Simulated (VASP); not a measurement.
# Se (P3_121) in VASP: a series of runs

Runs on Se. Level: PBE+D3(BJ). Tasks: single point.

Everything below comes from runs of VASP 6.6.1. Logs are shortened: lines on timing, memory, paths and dates and some standing lists are left out, and cuts for length are marked.

### 1 The cell of the first run

The structure is trigonal, space group P3_121 (No. 152). Conventional cell: a = 4.138 Å, b = 4.138 Å, c = 4.955 Å, α = 90.00°, β = 90.00°, γ = 120.00°. Within 3.1 Å of Se (site symmetry 2) lie 2 Se at 2.34 Å.

### 2 Single point, PBE+D3(BJ)

INCAR

```
PREC     = Accurate       # precision mode
ENCUT    = 520            # plane-wave cutoff, eV
EDIFF    = 1E-6           # SCF threshold, eV
ISMEAR   = 0              # smearing method
SIGMA    = 0.05           # smearing width, eV
LREAL    = False          # projectors in reciprocal space
LASPH    = True           # aspherical terms in the spheres
NELM     = 80             # most SCF steps
ALGO     = Normal         # electronic algorithm
ISIF     = 2              # what is computed and relaxed
LWAVE    = False          # write WAVECAR
LCHARG   = False          # write CHGCAR
GGA      = PE             # functional
IVDW     = 12             # dispersion correction
NBANDS   = 16             # bands
```

KPOINTS

```
regular mesh
0
Gamma
  9 9 8
```

POSCAR

```
Se
1.0
    4.1383419910      0.0000000000      0.0000000000
   -2.0691709955      3.5839092938      0.0000000000
    0.0000000000      0.0000000000      4.9552507000
Se
3
Direct
    0.2319818075      0.0000000000      0.3333333333
    0.0000000000      0.2319818075      0.6666666667
    0.7680181925      0.7680181925      0.0000000000
```

Potentials or basis: VASP PAW PBE potentials, release 64 (Se).

The run is started by

```bash
> cat potpaw_PBE.64/Se/POTCAR > POTCAR
> mpirun -np 1 vasp_std > vasp.out
```

OUTCAR:

```text
PREC = Accurate
   ENCUT = 520
   EDIFF = 1E-6
   ISMEAR = 0
   LREAL = False
   LASPH = True
   NELM = 80
   ISIF = 2
   GGA = PE
   IVDW = 12
 IVDW          = 12

 ion  position               nearest neighbor table
   1  0.232  0.000  0.333-   3 2.34   2 2.34
   2  0.000  0.232  0.667-   3 2.34   1 2.34
   3  0.768  0.768  0.000-   1 2.34   2 2.34

  LATTYP: Found a hexagonal cell.
 ALAT       =     4.1383419910
 C/A-ratio  =     1.1974000000

  Lattice vectors:

 A1 = (   4.1383419910,   0.0000000000,   0.0000000000)
 A2 = (  -2.0691709955,   3.5839092938,   0.0000000000)
 A3 = (   0.0000000000,   0.0000000000,   4.9552507000)

Analysis of symmetry for initial positions (statically):
=====================================================================
 Subroutine PRICEL returns:
 Original cell was already a primitive cell.

 Routine SETGRP: Setting up the symmetry group for a
 hexagonal supercell.

 Subroutine GETGRP returns: Found  6 space group operations
 (whereof  2 operations were pure point group operations)
 out of a pool of 24 trial point group operations.

The static configuration has the point symmetry C_2 .
 The point group associated with its full space group is D_3 .

Analysis of symmetry for dynamics (positions and initial velocities):
=====================================================================
 Subroutine PRICEL returns:
 Original cell was already a primitive cell.

 Routine SETGRP: Setting up the symmetry group for a
 hexagonal supercell.

 Subroutine GETGRP returns: Found  6 space group operations
 (whereof  2 operations were pure point group operations)
 out of a pool of 24 trial point group operations.

The dynamic configuration has the point symmetry C_2 .
 The point group associated with its full space group is D_3 .

 Subroutine INISYM returns: Found  6 space group operations
 (whereof  2 operations are pure point group operations),
 and found     1 'primitive' translations

----------------------------------------------------------------------------------------

                                     Primitive cell

  volume of cell :      73.4935

  direct lattice vectors                    reciprocal lattice vectors
     4.138341991  0.000000000  0.000000000     0.241642668  0.139512459  0.000000000
    -2.069170995  3.583909294  0.000000000     0.000000000  0.279024919  0.000000000
     0.000000000  0.000000000  4.955250700     0.000000000  0.000000000  0.201806137

  length of vectors
     4.138341991  4.138341991  4.955250700     0.279024919  0.279024919  0.201806137

  position of ions in fractional coordinates (direct lattice)
     0.231981807  0.000000000  0.333333333
     0.000000000  0.231981807  0.666666667
     0.768018193  0.768018193  0.000000000

  ion indices of the primitive-cell ions
   primitive index   ion index
                 1           1
                 2           2
                 3           3

----------------------------------------------------------------------------------------

 KPOINTS: regular mesh

Automatic generation of k-mesh.
 Grid dimensions read from file:
 generate k-points for:    9    9    8

 Generating k-lattice:

  Cartesian coordinates                     Fractional coordinates (reciprocal lattice)
     0.026849185  0.015501384  0.000000000     0.111111111  0.000000000  0.000000000
     0.000000000  0.031002769  0.000000000     0.000000000  0.111111111  0.000000000
     0.000000000  0.000000000  0.025225767     0.000000000  0.000000000  0.125000000

  Length of vectors
     0.031002769  0.031002769  0.025225767

  Shift w.r.t. Gamma in fractional coordinates (k-lattice)
     0.000000000  0.000000000  0.000000000

 Subroutine IBZKPT returns following result:
 ===========================================

 Found     81 irreducible k-points:

 Following reciprocal coordinates:
            Coordinates               Weight
  0.000000  0.000000  0.000000      1.000000
  0.111111 -0.000000  0.000000      6.000000
  0.222222 -0.000000  0.000000      6.000000
  0.333333 -0.000000  0.000000      6.000000
  0.444444 -0.000000  0.000000      6.000000
  0.111111  0.111111  0.000000      6.000000
[... 16 lines left out ...]
  0.222222  0.111111  0.125000     12.000000
 -0.111111  0.333333  0.125000     12.000000
 [... further k-points ...]
   k-points           NKPTS =     81   k-points in BZ     NKDIM =     81   number of bands    NBANDS=     16
   number of dos      NEDOS =    301   number of ions     NIONS =      3
   total plane-waves  NPLWV =  40960
   dimension x,y,z NGX =    32 NGY =   32 NGZ =   40
   dimension x,y,z NGXF=    64 NGYF=   64 NGZF=   80
   ions per type =               3
   NGX,Y,Z   is equivalent  to a cutoff of  12.86, 12.86, 13.42 a.u.
   NGXF,Y,Z  is equivalent  to a cutoff of  25.71, 25.71, 26.84 a.u.
 SYSTEM =  unknown system
   PREC   = accura    normal or accurate (medium, high low for compatibility)
   ISTART =      0    job   : 0-new  1-cont  2-samecut
   ICHARG =      2    charge: 1-file 2-atom 10-const
   ISPIN  =      1    spin polarized calculation?
   LNONCOLLINEAR =      F non collinear calculations
   LSORBIT =      F    spin-orbit coupling
   LASPH  =      T    aspherical Exc in radial PAW
   ENCUT  =  520.0 eV  38.22 Ry    6.18 a.u.   7.69  7.69  9.21*2*pi/ulx,y,z
   NELM   =     80;   NELMIN=  2; NELMDL= -5     # of ELM steps
   EDIFF  = 0.1E-05   stopping-criterion for ELM
   LREAL  =      F    real-space projection
   EDIFFG = 0.1E-04   stopping-criterion for IOM
   NSW    =      0    number of steps for IOM
   IBRION =     -1    ionic relax: 0-MD 1-quasi-New 2-CG
   NFREE  =      0    steps in history (QN), initial steepest desc. (CG)
   ISIF   =      2    stress and relaxation
   ISYM   =      2    0-nonsym 1-usesym 2-fastsym
   POTIM  = 0.5000    time-step for ionic-motion
   TEBEG  =    0.0;   TEEND  =   0.0 temperature during run
   PSTRESS=    0.0 pullay stress
   NELECT =      18.0000    total number of electrons
   NUPDOWN=      -1.0000    fix difference up-down
   EMIN   =  10.00;   EMAX   =-10.00  energy-range for DOS
   EFERMI =   0.00;   METHOD = LEGACY
   ISMEAR =     0;   SIGMA  =   0.05  broadening in eV -4-tet -1-fermi 0-gaus
   EFERMI_NEDOS =   21; number of points for ismear=-14 and -15
   IALGO  =     38    algorithm
   IMIX   =      4    mixing-type and parameters
     AMIX     =   0.40;   BMIX     =  1.00
     AMIX_MAG =   1.60;   BMIX_MAG =  1.00
  volume/ion in A,a.u.               =      24.50       165.32
  Fermi-wavevector in a.u.,A,eV,Ry     =   1.024274  1.935597 14.274368  1.049136
  Thomas-Fermi vector in A             =   2.158052
   LORBIT       =      0    0 simple, 1 ext, 2 COOP (PROOUT), +10 PAW based schemes
   GGA     = PE    functional components
   LHFCALC =     F    Hartree Fock is set to
   AEXX    =    0.0000 exact exchange contribution
   IVDW    =    12    specifies the selected vdW correction
   LEPSILON=     F    determine dielectric tensor
   LRPA    =     F    only Hartree local field effects (RPA)
 non-spin polarized calculation
 Gauss-broadening in eV      SIGMA  =   0.05
  energy-cutoff  :      520.00
  volume of cell :       73.49
 maximum number of plane-waves:      2010
 NGX is ok and might be reduce to    32
   NGX = 15   NGY = 15   NGZ = 19

 number of electron      17.9999998 magnetization

 Free energy of the ion-electron system (eV)
  ---------------------------------------------------
  ext. energy  EPLUGINS =         0.00000000
  ---------------------------------------------------
  free energy    TOTEN  =       -10.31314564 eV

  energy without entropy =      -10.31314564  energy(sigma->0) =      -10.31314564

 E-fermi :   3.9880     XC(G=0):  -9.3616

 val. band max:        3.7816004783   @ k =   0.4444   0.1111   0.5000
 cond. band min:       4.5556361537   @ k =   0.3333   0.3333   0.5000
 fundamental gap:      0.7740356754
 Fermi energy:         3.9879931831

 k-point     1 :       0.0000    0.0000    0.0000
  band No.  band energies     occupation
      1     -12.6818      2.00000
      2      -8.2480      2.00000
      3      -8.2480      2.00000
      4      -0.2432      2.00000
      5      -0.0896      2.00000
      6      -0.0896      2.00000
[... 8 lines left out ...]
     15      10.3339      0.00000
     16      12.1055      0.00000

 k-point     2 :       0.1111   -0.0000    0.0000
  band No.  band energies     occupation
      1     -12.6150      2.00000
      2      -8.2916      2.00000
      3      -8.2325      2.00000
      4      -0.8215      2.00000
      5      -0.3579      2.00000
      6       0.0330      2.00000
[... 8 lines left out ...]
     15      10.9143      0.00000
     16      11.9619      0.00000

 k-point     3 :       0.2222   -0.0000    0.0000
  band No.  band energies     occupation
      1     -12.4318      2.00000
      2      -8.4311      2.00000
      3      -8.1920      2.00000
      4      -1.4903      2.00000
      5      -0.7870      2.00000
      6      -0.0974      2.00000
[... 8 lines left out ...]
     15      11.6786      0.00000
     16      12.3559      0.00000

 k-point     4 :       0.3333   -0.0000    0.0000
  band No.  band energies     occupation
      1     -12.1912      2.00000
      2      -8.6499      2.00000
      3      -8.1440      2.00000
      4      -1.8740      2.00000
      5      -1.1412      2.00000
      6      -0.2208      2.00000
[... 8 lines left out ...]
     15      12.4668      0.00000
     16      13.3855      0.00000
[... 324 lines left out ...]
 k-point    22 :       0.1111    0.1111    0.1250
  band No.  band energies     occupation
      1     -12.4140      2.00000
      2      -9.1394      2.00000
      3      -7.4723      2.00000
      4      -1.2554      2.00000
      5      -0.8869      2.00000
      6       0.1466      2.00000
[... 8 lines left out ...]
     15      11.4314      0.00000
     16      12.1799      0.00000

 k-point    23 :       0.2222    0.1111    0.1250
  band No.  band energies     occupation
      1     -12.2028      2.00000
      2      -9.1132      2.00000
      3      -7.6783      2.00000
      4      -1.6711      2.00000
      5      -1.1793      2.00000
      6       0.1000      2.00000
[... 8 lines left out ...]
     15      11.9630      0.00000
     16      12.5591      0.00000

 k-point    24 :      -0.1111    0.3333    0.1250
  band No.  band energies     occupation
      1     -12.2010      2.00000
      2      -9.1454      2.00000
      3      -7.6216      2.00000
      4      -1.7334      2.00000
      5      -1.3299      2.00000
      6      -0.0121      2.00000
[... 8 lines left out ...]
     15      12.3969      0.00000
     16      13.2696      0.00000

 [... further k-points ...]

------------------------ aborting loop because EDIFF is reached ----------------------------------------

 Edisp (eV)   -1.06619

 E8    (eV) :    -0.4402

  FORCE on cell =-STRESS in cart. coord.  units (eV):
  Direction    XX          YY          ZZ          XY          YZ          ZX
  --------------------------------------------------------------------------------------
  -------------------------------------------------------------------------------------
  Total       1.78375     1.78375     3.36003     0.00000    -0.00000     0.00000
  in kB      38.88614    38.88614    73.24955     0.00000    -0.00000     0.00000
  external pressure =       50.34 kB  Pullay stress =        0.00 kB

 VOLUME and BASIS-vectors are now :
 -----------------------------------------------------------------------------
  energy-cutoff  :      520.00
  volume of cell :       73.49
      direct lattice vectors                 reciprocal lattice vectors
     4.138341991  0.000000000  0.000000000     0.241642668  0.139512459  0.000000000
    -2.069170995  3.583909294  0.000000000     0.000000000  0.279024919  0.000000000
     0.000000000  0.000000000  4.955250700     0.000000000  0.000000000  0.201806137

 POSITION                                       TOTAL-FORCE (eV/Angst)
 -----------------------------------------------------------------------------------
      0.96002      0.00000      1.65175         0.995463     -0.000000      0.000000
     -0.48001      0.83140      3.30350        -0.497731      0.862096     -0.000000
      1.58916      2.75251      0.00000        -0.497731     -0.862096     -0.000000
 -----------------------------------------------------------------------------------
    total drift:                                0.000000      0.000001      0.000000

  FREE ENERGIE OF THE ION-ELECTRON SYSTEM (eV)
  ---------------------------------------------------
  free  energy   TOTEN  =       -11.3793401016 eV

  energy  without entropy=      -11.3793401016  energy(sigma->0) =      -11.37934010
```

It took 1.9 min on 1 thread of Intel Xeon 8259CL, shared host; peak memory 0.24 GiB.

What came out:

```
Free energy                : -11.3793 eV
Pressure                   : 5.0 GPa
Largest force              : 0.995 eV/Å
Band gap on the k mesh     : 0.77 eV (least direct gap 0.91 eV)
Dispersion energy per atom : -0.355 eV
```

Forces on the atoms (eV/Å):
```
Se   0.995  0.000  0.000
Se  -0.498  0.862  0.000
Se  -0.498 -0.862  0.000
```

Stress tensor (GPa, compression positive):
```
3.89 0.00 0.00
0.00 3.89 0.00
0.00 0.00 7.32
```

Caveat: the cell stands under pressure; semilocal functionals underestimate gaps, and a narrow one can read as zero.

(Continued in part 2 of 3.)

The gap in the log of VASP goes by the Fermi energy; the results here count the filled bands.